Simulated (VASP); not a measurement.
Input of a VASP 6.6.1 run:

File INCAR:

```
PREC = Accurate
ENCUT = 520
EDIFF = 1E-6
ISMEAR = -1
SIGMA = 0.02
LREAL = False
LASPH = True
NELM = 100
ALGO = Normal
ISIF = 2
LWAVE = False
LCHARG = False
GGA = PE
NBANDS = 26
```

Contents of KPOINTS:

```
regular mesh
0
Gamma
  6 6 4
```

File POSCAR:

```
AgCl
1.0
    4.5197418656      0.0000000000      0.0000000000
   -2.2598709328      3.9142112741      0.0000000000
    0.0000000000      0.0000000000      5.7224974848
Ag Cl
2 2
Direct
    0.3333333333      0.6666666667     -0.0622203589
    0.6666666667      0.3333333333      0.4377796411
    0.3333333333      0.6666666667      0.4372203589
    0.6666666667      0.3333333333      0.9372203589
```

Potentials or basis: VASP PAW PBE potentials, release 64 (Ag, Cl).

Launch:

```bash
$ cat potpaw_PBE.64/Ag/POTCAR potpaw_PBE.64/Cl/POTCAR > POTCAR
$ mpirun -np 1 vasp_std > vasp.out
```

Question: What does it give for the pressure?

Answer: 1.1 GPa.

Question: What does it give for the band gap on the k mesh?

Answer: 1.36 eV, indirect (least direct gap 1.39 eV).

Stress tensor (GPa, compression positive):
```
0.97 0.00 0.00
0.00 0.97 0.00
0.00 0.00 1.42
```

A k mesh can miss the band edges. As with any semilocal functional, this PBE gap is likely too small.
